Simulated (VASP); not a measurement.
# Zr (I4_1/amd) in VASP: a series of runs

The runs below take Zr through single point, with PBEsol.

Everything below comes from runs of VASP 6.6.1. Logs are shortened: lines on timing, memory, paths and dates and some standing lists are left out, and cuts for length are marked.

## Step 1: The cell of the first run

It takes space group I4_1/amd (No. 141, tetragonal). The conventional cell has a = 4.337 Å, b = 4.337 Å, c = 2.407 Å, α = 90.00°, β = 90.00°, γ = 90.00°. Zr (site symmetry -4m2) has 10 Zr at 2.25 to 2.82 Å within 3.0 Å.

## Step 2: Single point, PBEsol

INCAR reads:

```
SYSTEM = Zr
PREC = Accurate ; ENCUT = 520
EDIFF = 1E-6 ; ISMEAR = -1
SIGMA = 0.08 ; LREAL = .False.
LASPH = .True. ; NELM = 60
ALGO = Normal ; ISIF = 2
LWAVE = .False. ; LCHARG = .True.
GGA = PS ; LELF = .True.
LVHAR = .True. ; NBANDS = 19
```

KPOINTS reads:

```
Automatic mesh
0
Gamma
  18 18 18
  0 0 0
```

POSCAR reads:

```
Zr
1.0
   -2.1683212818      2.1683212818      1.2034839422
    2.1683212818     -2.1683212818      1.2034839422
    2.1683212818      2.1683212818     -1.2034839422
Zr
2
Direct
   -0.3750000000     -0.1250000000     -0.2500000000
    0.3750000000      0.1250000000      0.2500000000
```

Potentials or basis: VASP PAW PBE potentials, release 64 (Zr_sv).

On the command line:

```bash
> cat potpaw_PBE.64/Zr_sv/POTCAR > POTCAR
> mpirun -np 1 vasp_std > vasp.out
```

OUTCAR:

```text
SYSTEM = Zr
   PREC = Accurate
   ENCUT = 520
   EDIFF = 1E-6
   ISMEAR = -1
   LREAL = .False.
   LASPH = .True.
   NELM = 60
   ISIF = 2
   GGA = PS

 ion  position               nearest neighbor table
   1  0.625  0.875  0.750-   2 2.25   2 2.25   2 2.25   2 2.25   2 2.82   2 2.82   2 2.82   2 2.82
                             2 3.71   2 3.71
   2  0.375  0.125  0.250-   1 2.25   1 2.25   1 2.25   1 2.25   1 2.82   1 2.82   1 2.82   1 2.82
                             1 3.71   1 3.71

  LATTYP: Found a body centered tetragonal cell.
 ALAT       =     4.3366425636
 C/A-ratio  =     0.5550302680

  Lattice vectors:

 A1 = (  -2.1683212818,   2.1683212818,   1.2034839422)
 A2 = (   2.1683212818,  -2.1683212818,   1.2034839422)
 A3 = (   2.1683212818,   2.1683212818,  -1.2034839422)

Analysis of symmetry for initial positions (statically):
=====================================================================
 Subroutine PRICEL returns:
 Original cell was already a primitive cell.

 Routine SETGRP: Setting up the symmetry group for a
 body centered tetragonal supercell.

 Subroutine GETGRP returns: Found 16 space group operations
 (whereof  4 operations were pure point group operations)
 out of a pool of 16 trial point group operations.

The static configuration has the point symmetry C_2h.
 The point group associated with its full space group is D_4h.

Analysis of symmetry for dynamics (positions and initial velocities):
=====================================================================
 Subroutine PRICEL returns:
 Original cell was already a primitive cell.

 Routine SETGRP: Setting up the symmetry group for a
 body centered tetragonal supercell.

 Subroutine GETGRP returns: Found 16 space group operations
 (whereof  4 operations were pure point group operations)
 out of a pool of 16 trial point group operations.

The dynamic configuration has the point symmetry C_2h.
 The point group associated with its full space group is D_4h.

 Subroutine INISYM returns: Found 16 space group operations
 (whereof  4 operations are pure point group operations),
 and found     1 'primitive' translations

----------------------------------------------------------------------------------------

                                     Primitive cell

  volume of cell :      22.6333

  direct lattice vectors                    reciprocal lattice vectors
    -2.168321282  2.168321282  1.203483942     0.000000000  0.230593134  0.415460466
     2.168321282 -2.168321282  1.203483942     0.230593134  0.000000000  0.415460466
[... 78 lines left out ...]
   ICHARG =      2    charge: 1-file 2-atom 10-const
   ISPIN  =      1    spin polarized calculation?
   LNONCOLLINEAR =      F non collinear calculations
   LSORBIT =      F    spin-orbit coupling
   LASPH  =      T    aspherical Exc in radial PAW
   ENCUT  =  520.0 eV  38.22 Ry    6.18 a.u.   6.12  6.12  6.12*2*pi/ulx,y,z
   NELM   =     60;   NELMIN=  2; NELMDL= -5     # of ELM steps
   EDIFF  = 0.1E-05   stopping-criterion for ELM
   LREAL  =      F    real-space projection
   EDIFFG = 0.1E-04   stopping-criterion for IOM
   NSW    =      0    number of steps for IOM
   IBRION =     -1    ionic relax: 0-MD 1-quasi-New 2-CG
   NFREE  =      0    steps in history (QN), initial steepest desc. (CG)
   ISIF   =      2    stress and relaxation
   ISYM   =      2    0-nonsym 1-usesym 2-fastsym
   POTIM  = 0.5000    time-step for ionic-motion
   TEBEG  =    0.0;   TEEND  =   0.0 temperature during run
   PSTRESS=    0.0 pullay stress
   NELECT =      24.0000    total number of electrons
   NUPDOWN=      -1.0000    fix difference up-down
   EMIN   =  10.00;   EMAX   =-10.00  energy-range for DOS
   EFERMI =   0.00;   METHOD = LEGACY
   ISMEAR =    -1;   SIGMA  =   0.08  broadening in eV -4-tet -1-fermi 0-gaus
   EFERMI_NEDOS =   21; number of points for ismear=-14 and -15
   IALGO  =     38    algorithm
   IMIX   =      4    mixing-type and parameters
     AMIX     =   0.40;   BMIX     =  1.00
     AMIX_MAG =   1.60;   BMIX_MAG =  1.00
  volume/ion in A,a.u.               =      11.32        76.37
  Fermi-wavevector in a.u.,A,eV,Ry     =   1.669409  3.154725 37.918432  2.786926
  Thomas-Fermi vector in A             =   2.755087
   LORBIT       =      0    0 simple, 1 ext, 2 COOP (PROOUT), +10 PAW based schemes
   GGA     = PS    functional components
   LHFCALC =     F    Hartree Fock is set to
   AEXX    =    0.0000 exact exchange contribution
   IVDW    =     0    specifies the selected vdW correction
   LEPSILON=     F    determine dielectric tensor
   LRPA    =     F    only Hartree local field effects (RPA)
 non-spin polarized calculation
  energy-cutoff  :      520.00
  volume of cell :       22.63
 maximum number of plane-waves:       628
   NGX = 13   NGY = 13   NGZ = 13

 number of electron      24.0000000 magnetization

 Free energy of the ion-electron system (eV)
  ---------------------------------------------------
  ext. energy  EPLUGINS =         0.00000000
  ---------------------------------------------------
  free energy    TOTEN  =        -8.55954733 eV

  energy without entropy =       -8.53324439  energy(sigma->0) =       -8.54639586

 E-fermi :  19.3376     XC(G=0): -14.9380

 val. band max:       19.3372924056   @ k =   0.3333  -0.0000   0.0000
 cond. band min:      19.3405267205   @ k =  -0.1111  -0.2222   0.0556
 fundamental gap:      0.0032343150
 Fermi energy:        19.3376287991

 k-point     1 :       0.0000    0.0000    0.0000
  band No.  band energies     occupation
      1     -30.8884      2.00000
      2     -27.3183      2.00000
      3     -10.1830      2.00000
      4     -10.1830      2.00000
      5      -4.5899      2.00000
      6      -4.5009      2.00000
[... 505 lines left out ...]
      6      -5.8721      2.00000
[... 11 lines left out ...]
     18      30.0783      0.00000
     19      31.7546      0.00000

 [... further k-points ...]
[... 5 lines left out ...]
  --------------------------------------------------------------------------------------
  -------------------------------------------------------------------------------------
  Total       31.6019891     31.6019891     31.4256674     -0.0000000      0.0000000     -0.0000000
  in kB     2237.0590333   2237.0590333   2224.5774765     -0.0000000      0.0000000     -0.0000000
  external PRESSURE =    2232.8985144 kB  Pullay stress =       0.0000000 kB

 VOLUME and BASIS-vectors are now :
 -----------------------------------------------------------------------------
  energy-cutoff  :      520.00
  volume of cell :       22.63
      direct lattice vectors                 reciprocal lattice vectors
    -2.168321282  2.168321282  1.203483942     0.000000000  0.230593134  0.415460466
     2.168321282 -2.168321282  1.203483942     0.230593134  0.000000000  0.415460466
     2.168321282  2.168321282 -1.203483942     0.230593134  0.230593134  0.000000000

 POSITION                                       TOTAL-FORCE (eV/Angst)
 -----------------------------------------------------------------------------------
      2.16832      1.08416      0.90261        -0.000000     -0.000000     -0.000000
      0.00000      1.08416      0.30087         0.000000      0.000000      0.000000
 -----------------------------------------------------------------------------------
    total drift:                               -0.000000      0.000000      0.000000

  FREE ENERGIE OF THE ION-ELECTRON SYSTEM (eV)
  ---------------------------------------------------
  free  energy   TOTEN  =        -8.5595473309 eV

  energy  without entropy=       -8.5332443906  energy(sigma->0) =       -8.54639586
```

OSZICAR:

```text
N       E                     dE             d eps       ncg     rms          rms(c)
DAV:   1     0.244255451385E+03    0.24426E+03   -0.13825E+04 18248   0.136E+03
DAV:   2     0.608031912376E+01   -0.23818E+03   -0.23282E+03 20196   0.412E+02
DAV:   3    -0.824236874921E+01   -0.14323E+02   -0.13685E+02 31927   0.790E+01
DAV:   4    -0.858293631608E+01   -0.34057E+00   -0.33929E+00 20969   0.108E+01
DAV:   5    -0.858872605805E+01   -0.57897E-02   -0.57880E-02 23382   0.113E+00    0.679E+01
DAV:   6    -0.844261603753E+01    0.14611E+00   -0.58363E-01 27701   0.595E+00    0.357E+01
DAV:   7    -0.855092484908E+01   -0.10831E+00   -0.56201E-01 28832   0.496E+00    0.226E+00
DAV:   8    -0.855981453214E+01   -0.88897E-02   -0.65480E-02 21191   0.252E+00    0.402E-01
DAV:   9    -0.855963686391E+01    0.17767E-03   -0.36815E-03 20467   0.532E-01    0.595E-02
DAV:  10    -0.855955168117E+01    0.85183E-04   -0.15055E-04 22261   0.118E-01    0.518E-02
DAV:  11    -0.855954928941E+01    0.23918E-05   -0.56750E-06 21663   0.169E-02    0.665E-03
DAV:  12    -0.855954728410E+01    0.20053E-05   -0.80888E-07 11555   0.924E-03    0.811E-04
DAV:  13    -0.855954733090E+01   -0.46801E-07   -0.16811E-07 10181   0.340E-03
   1 F= -.85595473E+01 E0= -.85463959E+01  d E =-.263029E-01
```

stdout:

```text
POSCAR found type information on POSCAR Zr
 POSCAR found :  1 types and       2 ions
 scaLAPACK will be used
 -----------------------------------------------------------------------------
|                                                                             |
|                                                                             |
|     You enforced a specific xc type in the INCAR file but a different       |
|     I HOPE YOU KNOW WHAT YOU ARE DOING!                                     |
|                                                                             |
 -----------------------------------------------------------------------------

 LDA part: xc-table for (Slater+PW92), standard interpolation
 POSCAR, INCAR and KPOINTS ok, starting setup
 FFT: planning ... GRIDC
 FFT: planning ... GRID_SOFT
 FFT: planning ... GRID
 WAVECAR not read
 entering main loop
```

Run time: 93 s. Hardware: 1 thread of Intel Xeon 6975P-C, shared host; peak memory 0.28 GiB.

Results:

* Free energy: -8.5595 eV
* Pressure: 223.3 GPa
* Band gap on the k mesh: zero (band 12 reaches 20.70 eV, above the bottom of band 13 at 17.00 eV)

Stress tensor (GPa, compression positive):
```
223.71   0.00   0.00
  0.00 223.71   0.00
  0.00   0.00 222.46
```

Levels at points of the mesh, in eV from the Fermi level:
```
           k point  band 10  band 11  band 12  band 13  band 14  band 15
(0.00, 0.00, 0.00)    -4.34    -3.77    -2.44    -1.59     3.80     3.80
(0.50, 0.00, 0.00)    -5.36    -3.01     0.26     0.79     3.29     4.15
(0.50, 0.50, 0.00)    -3.90    -1.52    -1.52     2.22     2.22     6.42
(0.50, 0.50, 0.50)    -2.99    -0.17    -0.17     3.42     3.42     4.09
```

Caveat: the PAW data sets were made with another functional, which shifts forces and pressure a little.

## Step 3: Single point, PBEsol

INCAR reads:

```
  PREC = Accurate
  ENCUT = 520
  EDIFF = 1E-6
  ISMEAR = -1
  SIGMA = 0.08
  LREAL = F
  LASPH = T
  NELM = 60
  ALGO = Normal
  ISIF = 2
  LWAVE = F
  LCHARG = F
  GGA = PS
  NBANDS = 19
```

KPOINTS reads:

```
regular mesh
0
Gamma
  18 18 18
```

POSCAR is that of step 2.

Potentials or basis: VASP PAW PBE potentials, release 64 (Zr_sv).

On the command line:

```bash
> cat potpaw_PBE.64/Zr_sv/POTCAR > POTCAR
> mpirun -np 1 vasp_std > vasp.out
```

Wall time 92 s (1 thread of Intel Xeon 6975P-C, shared host); peak memory 0.28 GiB.

It converged, with:

```yaml
Free_energy: -8.5595 eV
Pressure: 223.3 GPa
Band_gap_on_the_k_mesh: zero (band 12 reaches 20.70 eV, above the bottom of band 13 at 17.00 eV)
```

Stress tensor (GPa, compression positive):
```
223.71   0.00   0.00
  0.00 223.71   0.00
  0.00   0.00 222.46
```

Levels at points of the mesh, in eV from the Fermi level:
```csv
k point,band 10,band 11,band 12,band 13,band 14,band 15
"(0.00, 0.00, 0.00)",-4.34,-3.77,-2.44,-1.59,3.80,3.80
"(0.50, 0.00, 0.00)",-5.36,-3.01,0.26,0.79,3.29,4.15
"(0.50, 0.50, 0.00)",-3.90,-1.52,-1.52,2.22,2.22,6.42
"(0.50, 0.50, 0.50)",-2.99,-0.17,-0.17,3.42,3.42,4.09
```

Caveat: the PAW data sets were made with another functional, which shifts forces and pressure a little.
